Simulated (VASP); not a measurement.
A run of VASP 6.6.1:

Contents of INCAR:

```
SYSTEM = Ta4O
PREC     = Accurate       ! precision mode
ENCUT    = 520            ! plane-wave cutoff, eV
EDIFF    = 1E-6           ! SCF threshold, eV
ISMEAR   = 0              ! smearing method
SIGMA    = 0.1            ! smearing width, eV
LREAL    = .False.        ! projectors in reciprocal space
LASPH    = .True.         ! aspherical terms in the spheres
NELM     = 100            ! most SCF steps
ALGO     = Normal         ! electronic algorithm
ISIF     = 2              ! what is computed and relaxed
LWAVE    = .False.        ! write WAVECAR
LCHARG   = .False.        ! write CHGCAR
GGA      = PE             ! functional
NBANDS   = 33             ! bands
```

The input KPOINTS:

```
Automatic mesh
0
Gamma
  12 12 8
  0 0 0
```

The input POSCAR:

```
Ta4O
1.0
    5.4691697565      0.0000000000      0.0000000000
   -2.7345848783      4.7364399467      0.0000000000
    0.0000000000      0.0000000000      4.4588931291
Ta O
4 1
Direct
    0.1615412508      0.8384587492      0.5000000000
    0.1615412508      0.3230825016      0.5000000000
    0.6769174984      0.8384587492      0.5000000000
    0.0000000000      0.0000000000      0.0000000000
    0.3333333333      0.6666666667      0.0000000000
```

Potentials or basis: VASP PAW PBE potentials, release 64 (Ta_pv, O).

Command:

```bash
$ cat potpaw_PBE.64/Ta_pv/POTCAR potpaw_PBE.64/O/POTCAR > POTCAR
$ mpirun -np 1 vasp_std > vasp.out
```

Hardware: 1 thread of Intel(R) Xeon(R) 6975P-C (Granite Rapids), with other jobs on the host.

Task: How long does it take, and how much memory?

Result: Wall time 3 min on 1 thread of Intel(R) Xeon(R) 6975P-C (Granite Rapids), with other jobs on the host, peak memory 0.44 GiB. Counts: scf iterations 15, k points 95.
